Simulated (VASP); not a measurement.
A run of VASP 6.6.1 is set up as follows.

Contents of INCAR:

```
PREC = Accurate
ENCUT = 520
EDIFF = 1E-7
ISMEAR = 0
SIGMA = 0.15
LREAL = False
LASPH = True
NELM = 100
ALGO = Fast
ISIF = 2
LWAVE = False
LCHARG = True
LELF = True
LVHAR = True
NBANDS = 10
```

File KPOINTS:

```
regular mesh
0
Gamma
  8 8 8
```

Contents of POSCAR:

```
Ir
1.0
    0.0000000000      2.2161317680      1.4404856492
    2.2161317680      0.0000000000      1.4404856492
    2.2161317680      2.2161317680      0.0000000000
Ir
1
Direct
    0.0000000000      0.0000000000      0.0000000000
```

Potentials or basis: VASP PAW LDA potentials, release 64 (Ir).

The run is started by

```sh
$ cat potpaw_LDA.64/Ir/POTCAR > POTCAR
$ mpirun -np 1 vasp_std > vasp.out
```

(1) What does it give for the pressure?

Results:

(1) 5.2 GPa.

Caveat: the k points lie up to 0.37 Å⁻¹ apart.
